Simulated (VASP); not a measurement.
The system is ZnS.

```
Zn S
1.0
     0.00000    2.69409    2.69409
     2.69409    0.00000    2.69409
     2.69409    2.69409    0.00000
Zn S
1 1
Direct
  0.00000 0.00000 0.00000
  0.25000 0.25000 0.25000
```

Base run:

| Item | Value |
| --- | --- |
| Program | VASP 6.6.1 |
| Functional | HF |
| Potentials or basis | VASP PAW PBE potentials, release 64 (Zn, S) |
| Cutoff | 520 eV |
| k mesh | 6 × 6 × 6 |
| Occupations | gaussian, width 0.01 eV |
| Spin | no spin polarisation |

Its results: band gap on the k mesh 10.29 eV; pressure 9.0 GPa.

Q: The run is repeated on the same cell with these changes: functional from HF to HSE06; share of exact exchange from 1 to 0.25. What comes out?

A: Band gap on the k mesh 3.37 eV; pressure 1.6 GPa.

Caveats: the PAW data sets were made with another functional, which shifts forces and pressure a little; the cell stands under pressure (at least some runs).

A k mesh can miss the band edges.
